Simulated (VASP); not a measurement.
Input of a VASP 6.6.1 run:

INCAR

```
SYSTEM = Pb
PREC = Accurate
ENCUT = 520
EDIFF = 1E-6
ISMEAR = -1
SIGMA = 0.08
LREAL = .False.
LASPH = .True.
NELM = 60
ALGO = Normal
ISIF = 2
LWAVE = .False.
LCHARG = .True.
GGA = PE
LELF = .True.
LVHAR = .True.
NBANDS = 28
```

Contents of KPOINTS:

```
Automatic mesh
0
Gamma
  12 12 4
  0 0 0
```

File POSCAR:

```
Pb
1.0
    0.0000000000      2.5194839830     -2.5194839830
   -2.5194839830      0.0000000000      2.5194839830
    5.0389679659      5.0389679659      5.0389679659
Pb
3
Direct
    0.0000000000      0.0000000000      0.0000000000
    0.3333333330      0.6666666670      0.3333333330
    0.6666666670      0.3333333330      0.6666666670
```

Potentials or basis: VASP PAW PBE potentials, release 64 (Pb_d).

Launch:

```bash
$ cat potpaw_PBE.64/Pb_d/POTCAR > POTCAR
$ mpirun -np 1 vasp_std > vasp.out
```

(1) Estimate the band gap on the k mesh.

(2) Estimate the pressure.

## Answers

(1) zero (bands 21 and 22 overlap by 7.08 eV).

(2) 0.0 GPa.

Caveat: spin-orbit coupling is left out, which moves the levels of the heavy elements.
